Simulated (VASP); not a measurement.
NaCl: single point with PBEsol

NaCl:

```xyz
2
Lattice="0.0000 2.8317 2.8317 2.8317 0.0000 2.8317 2.8317 2.8317 0.0000" Properties=species:S:1:pos:R:3 pbc="T T T"
Na    0.0000    0.0000    0.0000
Cl    3.0969    2.5666    2.8317
```

This cell differs from its parent crystal: all Cl atoms moved +0.375 Å, as atom 2 along Cartesian [1 -1 0].

- Program: VASP 6.6.1
- Task: single point
- Functional: PBEsol
- Potentials or basis: VASP PAW PBE potentials, release 64 (Na_pv, Cl)
- Cutoff: 520 eV
- k mesh: 8 × 8 × 8
- Occupations: gaussian, width 0.05 eV
- Spin: no spin polarisation
- Dipole correction: no
- Further INCAR settings: ALGO = Normal; EDIFF = 1e-07; NBANDS = 14

```yaml
Pressure: 0.7 GPa
Largest_force: 0.531 eV/Å
Band_gap_on_the_k_mesh: 4.91 eV
```

Forces on the atoms (eV/Å):
```
Na   0.376 -0.376  0.000
Cl  -0.376  0.376  0.000
```

Stress tensor (GPa, compression positive):
```
 1.54  0.65  0.00
 0.65  1.54  0.00
 0.00  0.00 -1.03
```

Levels at points of the mesh, in eV from the valence-band top:
| k point | band 3 | band 4 | band 5 | band 6 | band 7 | band 8 | band 9 | band 10 | band 11 | band 12 |
| --- | --- | --- | --- | --- | --- | --- | --- | --- | --- | --- |
| (0.00, 0.00, 0.00) | -20.62 | -12.62 | -0.06 | 0.00 | 0.00 | 4.91 | 10.97 | 11.06 | 11.16 | 13.30 |
| (0.50, 0.00, 0.00) | -20.62 | -12.29 | -1.91 | -0.31 | -0.25 | 7.12 | 10.20 | 10.87 | 11.03 | 14.67 |
| (0.00, 0.00, 0.50) | -20.62 | -12.28 | -1.93 | -0.26 | -0.23 | 7.06 | 10.08 | 10.85 | 11.27 | 14.49 |
| (0.50, 0.50, 0.00) | -20.63 | -12.24 | -1.66 | -0.64 | -0.59 | 7.38 | 7.98 | 11.07 | 14.38 | 14.77 |
| (0.00, 0.50, 0.50) | -20.62 | -12.23 | -1.66 | -0.60 | -0.60 | 7.37 | 7.95 | 11.06 | 14.52 | 14.60 |

Wall time 92 s on 1 thread of Intel Xeon 8259CL, with other jobs on the host, peak memory 0.19 GiB.

Caveat: the cell differs from its parent crystal (all Cl atoms moved +0.375 Å, as atom 2 along Cartesian [1 -1 0]); the PAW data sets were made with another functional, which shifts forces and pressure a little. A k mesh can miss the band edges.
